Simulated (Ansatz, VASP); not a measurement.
One calculation of ZnS, two programs

```
CELL_PARAMETERS angstrom
6.79420 -0.00616 0.00000
0.00356 3.92325 0.00000
0.00000 0.00000 29.37246
ATOMIC_POSITIONS crystal
Zn 0.29158 0.74999 0.25430
Zn 0.79155 0.24998 0.25429
Zn 0.45845 0.25002 0.32448
Zn 0.95842 0.75001 0.32448
S 0.95819 0.74998 0.23629
S 0.45818 0.24999 0.23629
S 0.29181 0.75002 0.34248
S 0.79182 0.25001 0.34249
```

Change from the starting cell: the structure that the rattled cell fell into.

Alike in both runs: functional PBE; k mesh 4 × 6 × 1; occupations gaussian, width 0.02 eV; no spin polarisation.

Ansatz relaxed the structure, and its values are those at the end. VASP's run is a single point on that final structure, the one shown.

|  | VASP | Ansatz |
| --- | --- | --- |
| version | VASP 6.6.1 | Ansatz 0.2.0 |
| potentials or method | VASP PAW PBE potentials, release 64 (Zn, S), cutoff 520 eV | scalar-relativistic, plane waves, PAW |
| valence electrons in the cell | 72 | 72 |

Ansatz gave:

| Quantity | Value |
| --- | --- |
| gap on the k mesh at the Fermi level (eV) | 2.57 |
| least direct gap on the mesh (eV) | 2.57 |
| rms of the force components (eV/Å) | 0.001 |

Q: Estimate VASP's values.

A: gap on the k mesh at the Fermi level (eV): 2.57; least direct gap on the mesh (eV): 2.57; rms of the force components (eV/Å): 0.011.
